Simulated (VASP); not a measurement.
# Sc (Pm-3m) in VASP: a series of runs

The runs below take Sc through relaxation of cell and atoms, with PBEsol.

Everything below comes from runs of VASP 6.6.1. Logs are shortened: lines on timing, memory, paths and dates and some standing lists are left out, and cuts for length are marked.

**1. The cell of the first run**

Symmetry: Pm-3m, No. 221, cubic system. Conventional cell: a = 3.020 Å, b = 3.020 Å, c = 3.020 Å, α = 90.00°, β = 90.00°, γ = 90.00°. Within 4.0 Å of Sc (site symmetry m-3m) lie 6 Sc at 3.02 Å.

**2. Relaxation of cell and atoms, PBEsol**

The input, INCAR:

```
PREC = Accurate
ENCUT = 600
EDIFF = 1E-7
ISMEAR = -1
SIGMA = 0.1
LREAL = F
LASPH = T
NELM = 60
ALGO = Normal
ISIF = 3
LWAVE = F
LCHARG = F
GGA = PS
IBRION = 2
NSW = 50
EDIFFG = -0.01
```

The input, KPOINTS:

```
regular mesh
0
Gamma
  7 7 7
```

The input, POSCAR:

```
Sc
1.0
    3.0200000000      0.0000000000      0.0000000000
    0.0000000000      3.0200000000      0.0000000000
    0.0000000000      0.0000000000      3.0200000000
Sc
1
Direct
    0.0000000000      0.0000000000      0.0000000000
```

Potentials or basis: VASP PAW PBE potentials, release 64 (Sc_sv).

On the command line:

```console
cat potpaw_PBE.64/Sc_sv/POTCAR > POTCAR
mpirun -np 1 vasp_std > vasp.out
```

OUTCAR:

```text
PREC = Accurate
   ENCUT = 600
   EDIFF = 1E-7
   ISMEAR = -1
   LREAL = F
   LASPH = T
   NELM = 60
   ISIF = 3
   GGA = PS
   IBRION = 2
   NSW = 50
   EDIFFG = -0.01

 ion  position               nearest neighbor table
   1  0.000  0.000  0.000-

  LATTYP: Found a simple cubic cell.
 ALAT       =     3.0200000000

  Lattice vectors:

 A1 = (   3.0200000000,   0.0000000000,   0.0000000000)
 A2 = (   0.0000000000,   3.0200000000,   0.0000000000)
 A3 = (   0.0000000000,   0.0000000000,   3.0200000000)

Analysis of symmetry for initial positions (statically):
=====================================================================
 Subroutine PRICEL returns:
 Original cell was already a primitive cell.

 Routine SETGRP: Setting up the symmetry group for a
 simple cubic supercell.

 Subroutine GETGRP returns: Found 48 space group operations
 (whereof 48 operations were pure point group operations)
 out of a pool of 48 trial point group operations.

The static configuration has the point symmetry O_h .

Analysis of symmetry for dynamics (positions and initial velocities):
=====================================================================
 Subroutine PRICEL returns:
 Original cell was already a primitive cell.

 Routine SETGRP: Setting up the symmetry group for a
 simple cubic supercell.

 Subroutine GETGRP returns: Found 48 space group operations
 (whereof 48 operations were pure point group operations)
 out of a pool of 48 trial point group operations.

The dynamic configuration has the point symmetry O_h .

 Subroutine INISYM returns: Found 48 space group operations
 (whereof 48 operations are pure point group operations),
 and found     1 'primitive' translations

----------------------------------------------------------------------------------------

                                     Primitive cell

  volume of cell :      27.5436

  direct lattice vectors                    reciprocal lattice vectors
     3.020000000  0.000000000  0.000000000     0.331125828  0.000000000  0.000000000
     0.000000000  3.020000000  0.000000000     0.000000000  0.331125828  0.000000000
     0.000000000  0.000000000  3.020000000     0.000000000  0.000000000  0.331125828

  length of vectors
     3.020000000  3.020000000  3.020000000     0.331125828  0.331125828  0.331125828

  position of ions in fractional coordinates (direct lattice)
     0.000000000  0.000000000  0.000000000

  ion indices of the primitive-cell ions
   primitive index   ion index
                 1           1

[... 52 lines left out ...]
   dimension x,y,z NGXF=    48 NGYF=   48 NGZF=   48
   ions per type =               1
   NGX,Y,Z   is equivalent  to a cutoff of  13.21, 13.21, 13.21 a.u.
   NGXF,Y,Z  is equivalent  to a cutoff of  26.42, 26.42, 26.42 a.u.
 SYSTEM =  unknown system
   PREC   = accura    normal or accurate (medium, high low for compatibility)
   ISTART =      0    job   : 0-new  1-cont  2-samecut
   ICHARG =      2    charge: 1-file 2-atom 10-const
   ISPIN  =      1    spin polarized calculation?
   LNONCOLLINEAR =      F non collinear calculations
   LSORBIT =      F    spin-orbit coupling
   LASPH  =      T    aspherical Exc in radial PAW
   ENCUT  =  600.0 eV  44.10 Ry    6.64 a.u.   6.03  6.03  6.03*2*pi/ulx,y,z
   NELM   =     60;   NELMIN=  2; NELMDL= -5     # of ELM steps
   EDIFF  = 0.1E-06   stopping-criterion for ELM
   LREAL  =      F    real-space projection
   EDIFFG = -.1E-01   stopping-criterion for IOM
   NSW    =     50    number of steps for IOM
   IBRION =      2    ionic relax: 0-MD 1-quasi-New 2-CG
   NFREE  =      1    steps in history (QN), initial steepest desc. (CG)
   ISIF   =      3    stress and relaxation
   ISYM   =      2    0-nonsym 1-usesym 2-fastsym
   POTIM  = 0.5000    time-step for ionic-motion
   TEBEG  =    0.0;   TEEND  =   0.0 temperature during run
   PSTRESS=    0.0 pullay stress
   NELECT =      11.0000    total number of electrons
   NUPDOWN=      -1.0000    fix difference up-down
   EMIN   =  10.00;   EMAX   =-10.00  energy-range for DOS
   EFERMI =   0.00;   METHOD = LEGACY
   ISMEAR =    -1;   SIGMA  =   0.10  broadening in eV -4-tet -1-fermi 0-gaus
   EFERMI_NEDOS =   21; number of points for ismear=-14 and -15
   IALGO  =     38    algorithm
   IMIX   =      4    mixing-type and parameters
     AMIX     =   0.40;   BMIX     =  1.00
     AMIX_MAG =   1.60;   BMIX_MAG =  1.00
  volume/ion in A,a.u.               =      27.54       185.87
  Fermi-wavevector in a.u.,A,eV,Ry     =   1.205588  2.278230 19.775273  1.453442
  Thomas-Fermi vector in A             =   2.341280
   LORBIT       =      0    0 simple, 1 ext, 2 COOP (PROOUT), +10 PAW based schemes
   GGA     = PS    functional components
   LHFCALC =     F    Hartree Fock is set to
   AEXX    =    0.0000 exact exchange contribution
   IVDW    =     0    specifies the selected vdW correction
   LEPSILON=     F    determine dielectric tensor
   LRPA    =     F    only Hartree local field effects (RPA)
 conjugate gradient relaxation of ions
 non-spin polarized calculation
  energy-cutoff  :      600.00
  volume of cell :       27.54
 maximum number of plane-waves:       939
   NGX = 13   NGY = 13   NGZ = 13

--------------------------------------- Ionic step        1  -------------------------------------------

 number of electron      11.0000006 magnetization

 Free energy of the ion-electron system (eV)
  ---------------------------------------------------
  ext. energy  EPLUGINS =         0.00000000
  ---------------------------------------------------
  free energy    TOTEN  =        -5.85119857 eV

  energy without entropy =       -5.76600444  energy(sigma->0) =       -5.80860151

 E-fermi :   3.0320     XC(G=0):  -9.4889

 val. band max:        3.0266432498   @ k =   0.2857   0.2857   0.0000
 cond. band min:       3.0442192262   @ k =   0.2857   0.1429   0.0000
 fundamental gap:      0.0175759764
 Fermi energy:         3.0320146434

 k-point     1 :       0.0000    0.0000    0.0000
  band No.  band energies     occupation
      1     -46.5365      2.00000
      2     -25.0295      2.00000
      3     -25.0295      2.00000
      4     -25.0295      2.00000
      5      -1.8549      2.00000
      6       2.5969      1.97454
      7       2.5969      1.97454
      8       6.5950      0.00000
      9       6.5950      0.00000
[... 330 lines left out ...]
--------------------------------------- Ionic step        4  -------------------------------------------

 number of electron      10.9999997 magnetization

 Free energy of the ion-electron system (eV)
  ---------------------------------------------------
  ext. energy  EPLUGINS =         0.00000000
  ---------------------------------------------------
  free energy    TOTEN  =        -5.87999605 eV

  energy without entropy =       -5.80330806  energy(sigma->0) =       -5.84165206

 E-fermi :   3.6127     XC(G=0):  -9.8845

 val. band max:        3.5889066889   @ k =   0.2857   0.1429   0.0000
 cond. band min:       3.6474696888   @ k =   0.1429   0.1429   0.1429
 fundamental gap:      0.0585630000
 Fermi energy:         3.6126981462

 k-point     1 :       0.0000    0.0000    0.0000
  band No.  band energies     occupation
      1     -45.7755      2.00000
      2     -24.1960      2.00000
      3     -24.1960      2.00000
      4     -24.1960      2.00000
      5      -1.4769      2.00000
      6       3.0670      1.99151
      7       3.0670      1.99151
      8       7.5827      0.00000
      9       7.5827      0.00000
[... 254 lines left out ...]
  FREE ENERGIE OF THE ION-ELECTRON SYSTEM (eV)
  ---------------------------------------------------
  free  energy   TOTEN  =        -5.8799960516 eV

  energy  without entropy=       -5.8033080616  energy(sigma->0) =       -5.84165206

 reached required accuracy - stopping structural energy minimisation
```

OSZICAR:

```text
N       E                     dE             d eps       ncg     rms          rms(c)
DAV:   1     0.865876396628E+02    0.86588E+02   -0.54637E+03   360   0.129E+03
DAV:   2    -0.458875720726E+01   -0.91176E+02   -0.90465E+02   361   0.360E+02
DAV:   3    -0.657974991206E+01   -0.19910E+01   -0.19329E+01   495   0.663E+01
[... 28 lines left out ...]
DAV:   1    -0.588047211187E+01   -0.49007E-03   -0.13152E-02   425   0.203E+00    0.150E-01
DAV:   2    -0.588001505016E+01    0.45706E-03   -0.14909E-03   522   0.599E-01    0.364E-02
DAV:   3    -0.587999637468E+01    0.18675E-04   -0.76567E-05   543   0.137E-01    0.168E-02
DAV:   4    -0.587999605422E+01    0.32046E-06   -0.60509E-06   389   0.246E-02    0.811E-04
DAV:   5    -0.587999605155E+01    0.26671E-08   -0.10151E-07   277   0.564E-03
   4 F= -.58799961E+01 E0= -.58416521E+01  d E =-.287975E-01
```

Wall time 6.2 s (1 thread of Intel Xeon 6975P-C (Granite Rapids), shared host); peak memory 0.14 GiB.

What came out:

```yaml
Free_energy: -5.8800 eV
Relaxed_volume: 24.92 Å³/atom
Relaxed_cell: a = 2.921 Å, b = 2.921 Å, c = 2.921 Å, α = 90.00°, β = 90.00°, γ = 90.00°
Space_group_after_relaxing_to_0.05_Å: Pm-3m (No. 221)
Energy_gained_by_relaxing: 28.8 meV/atom
Ionic_steps: 4
Pressure_after_relaxing: 0.0 GPa
```

The path:
```
step  energy change (eV)  largest force (eV/Å)  pressure (GPa)  volume (Å³)
   1              0.0000                0.0000           -3.28        27.54
   2             -0.0279                0.0000           -0.62        25.35
   3             -0.0288                0.0000           -0.07        24.97
   4             -0.0288                0.0000           -0.01        24.92
```

Final structure:
```
Sc
1.0
     2.92105    0.00000    0.00000
     0.00000    2.92105    0.00000
     0.00000    0.00000    2.92105
Sc
1
Direct
  0.00000 0.00000 0.00000
```

Levels at points of the mesh, in eV from the Fermi level:
| k point | band 2 | band 3 | band 4 | band 5 | band 6 | band 7 | band 8 | band 9 |
| --- | --- | --- | --- | --- | --- | --- | --- | --- |
| (0.00, 0.00, 0.00) | -27.81 | -27.81 | -27.81 | -5.09 | -0.55 | -0.55 | 3.97 | 3.97 |

Caveat: the PAW data sets were made with another functional, which shifts forces and pressure a little.

**3. Relaxation of cell and atoms, PBEsol, target pressure 20 GPa, at which the enthalpy is minimised**

The input, INCAR:

```
SYSTEM = Sc
  PREC = Accurate
  ENCUT = 600
  EDIFF = 1E-7
  ISMEAR = -1
  SIGMA = 0.1
  LREAL = .FALSE.
  LASPH = .TRUE.
  NELM = 100
  ALGO = Normal
  ISIF = 3
  LWAVE = .FALSE.
  LCHARG = .FALSE.
  GGA = PS
  IBRION = 2
  NSW = 50
  EDIFFG = -0.01
  PSTRESS = 200.0
```

The input, KPOINTS:

```
regular mesh
0
G
  7 7 7
  0 0 0
```

POSCAR is that of step 2.

Potentials or basis: VASP PAW PBE potentials, release 64 (Sc_sv).

On the command line:

```console
cat potpaw_PBE.64/Sc_sv/POTCAR > POTCAR
mpirun -np 1 vasp_std > vasp.out
```

Wall time 9.8 s (1 thread of Intel Xeon 6975P-C (Granite Rapids), shared host); peak memory 0.14 GiB.

It converged, with:

| Property | Result |
| --- | --- |
| Free energy | -5.5217 eV |
| Relaxed volume | 17.93 Å³/atom |
| Relaxed cell | a = 2.617 Å, b = 2.617 Å, c = 2.617 Å, α = 90.00°, β = 90.00°, γ = 90.00° |
| Space group after relaxing (to 0.05 Å) | Pm-3m (No. 221) |
| Energy change on relaxing (the enthalpy is what falls) | +329.5 meV/atom |
| Ionic steps | 6 |
| Pressure after relaxing | 20.0 GPa |

The path:
```csv
step,energy change (eV),largest force (eV/Å),pressure (GPa),volume (Å³)
1,0.0000,0.0000,-3.28,27.54
2,1.0053,0.0000,46.40,14.47
3,0.3172,0.0000,19.52,18.03
4,0.3375,0.0000,20.32,17.87
5,0.3268,0.0000,19.89,17.95
6,0.3295,0.0000,20.00,17.93
```

Final structure:
```cif
data_structure
_symmetry_space_group_name_H-M 'P 1'
_symmetry_Int_Tables_number 1
_cell_length_a 2.6173
_cell_length_b 2.6173
_cell_length_c 2.6173
_cell_angle_alpha 90.000
_cell_angle_beta 90.000
_cell_angle_gamma 90.000
_cell_volume 17.93
loop_
_atom_site_label
_atom_site_type_symbol
_atom_site_fract_x
_atom_site_fract_y
_atom_site_fract_z
_atom_site_occupancy
Sc1 Sc 0.00000 0.00000 0.00000 1
```

Levels at points of the mesh, in eV from the Fermi level:
```tsv
k point	band 2	band 3	band 4	band 5	band 6	band 7	band 8	band 9
(0.00, 0.00, 0.00)	-26.87	-26.87	-26.87	-5.53	-1.06	-1.06	5.56	5.56
```

Caveat: the cell is relaxed towards a set pressure, so the enthalpy falls and the energy may rise; the volume moved by over 15 % at a fixed basis, so the end points are rough; the PAW data sets were made with another functional, which shifts forces and pressure a little.

**4. Relaxation of cell and atoms, PBEsol, target pressure 40 GPa, at which the enthalpy is minimised**

The input, INCAR:

```
  PREC = Accurate
  ENCUT = 600
  EDIFF = 1E-6
  ISMEAR = -1
  SIGMA = 0.1
  LREAL = F
  LASPH = T
  NELM = 60
  ALGO = Normal
  ISIF = 3
  LWAVE = F
  LCHARG = F
  GGA = PS
  IBRION = 2
  NSW = 50
  EDIFFG = -0.01
  PSTRESS = 400.0
```

The input, KPOINTS:

```
Automatic mesh
0
Gamma
  7 7 7
```

POSCAR is that of step 3.

On the command line:

```console
cat potpaw_PBE.64/Sc_sv/POTCAR > POTCAR
mpirun -np 1 vasp_std > vasp.out
```

It took 21 s on 1 thread of Intel Xeon 6975P-C (Granite Rapids), shared host; peak memory 0.15 GiB.

The run converged. Its results:

```
Free energy                                            : -5.0054 eV
Relaxed volume                                         : 15.06 Å³/atom
Relaxed cell                                           : a = 2.470 Å, b = 2.470 Å, c = 2.470 Å, α = 90.00°, β = 90.00°, γ = 90.00°
Space group after relaxing (to 0.05 Å)                 : Pm-3m (No. 221)
Energy change on relaxing (the enthalpy is what falls) : +845.8 meV/atom
Ionic steps                                            : 18
Pressure after relaxing                                : 40.0 GPa
```

The path:
| step | energy change (eV) | largest force (eV/Å) | pressure (GPa) | volume (Å³) |
| --- | --- | --- | --- | --- |
| 1 | 0.0000 | 0.0000 | -3.28 | 27.54 |
| 2 | 8.0906 | 0.0000 | 418.39 | 7.26 |
| 3 | 0.4953 | 0.0000 | 26.43 | 16.78 |
| 4 | 0.6657 | 0.0000 | 32.95 | 15.86 |
| 5 | 0.8537 | 0.0000 | 40.36 | 15.03 |
| 6 | 0.8039 | 0.0000 | 38.39 | 15.23 |
| 7 | 0.8054 | 0.0000 | 38.42 | 15.23 |
| 8 | 0.8099 | 0.0000 | 38.59 | 15.21 |
| 9 | 0.8099 | 0.0000 | 38.59 | 15.21 |
| 10 | 0.8101 | 0.0000 | 38.58 | 15.21 |
| 11 | 0.8104 | 0.0000 | 38.56 | 15.21 |
| 12 | 0.8111 | 0.0000 | 38.64 | 15.20 |
| 13 | 0.8125 | 0.0000 | 38.71 | 15.20 |
| 14 | 0.8152 | 0.0000 | 38.81 | 15.19 |
| 15 | 0.8206 | 0.0000 | 39.00 | 15.16 |
| 16 | 0.8316 | 0.0000 | 39.43 | 15.12 |
| 17 | 0.8539 | 0.0000 | 40.32 | 15.03 |
| 18 | 0.8458 | 0.0000 | 40.03 | 15.06 |

Final structure:
```cif
data_structure
_symmetry_space_group_name_H-M 'P 1'
_symmetry_Int_Tables_number 1
_cell_length_a 2.4696
_cell_length_b 2.4696
_cell_length_c 2.4696
_cell_angle_alpha 90.000
_cell_angle_beta 90.000
_cell_angle_gamma 90.000
_cell_volume 15.06
loop_
_atom_site_label
_atom_site_type_symbol
_atom_site_fract_x
_atom_site_fract_y
_atom_site_fract_z
_atom_site_occupancy
Sc1 Sc 0.00000 0.00000 0.00000 1
```

Levels at points of the mesh, in eV from the Fermi level:
| k point | band 2 | band 3 | band 4 | band 5 | band 6 | band 7 | band 8 | band 9 |
| --- | --- | --- | --- | --- | --- | --- | --- | --- |
| (0.00, 0.00, 0.00) | -26.29 | -26.29 | -26.29 | -5.40 | -1.39 | -1.39 | 6.61 | 6.61 |

Caveat: the cell is relaxed towards a set pressure, so the enthalpy falls and the energy may rise; the volume moved by over 15 % at a fixed basis, so the end points are rough; the PAW data sets were made with another functional, which shifts forces and pressure a little.

**5. Summary**

```csv
cell,gap on the mesh (eV),pressure (GPa)
relaxed,none,0.0
relaxed to 20 GPa,none,20.0
relaxed to 40 GPa,none,40.0
```

Alike in all rows: task relaxation of cell and atoms; level PBEsol; potentials or basis VASP PAW PBE potentials, release 64 (Sc_sv); no spin polarisation; k mesh 7 × 7 × 7; cutoff (eV) 600; smearing fermi-dirac 0.1 eV.

Caveats: the PAW data sets were made with another functional, which shifts forces and pressure a little; the cell is relaxed towards a set pressure, so the enthalpy falls and the energy may rise (some runs); the volume moved by over 15 % at a fixed basis, so the end points are rough (some runs).

Absolute energies hang on the potentials; compare differences alone.
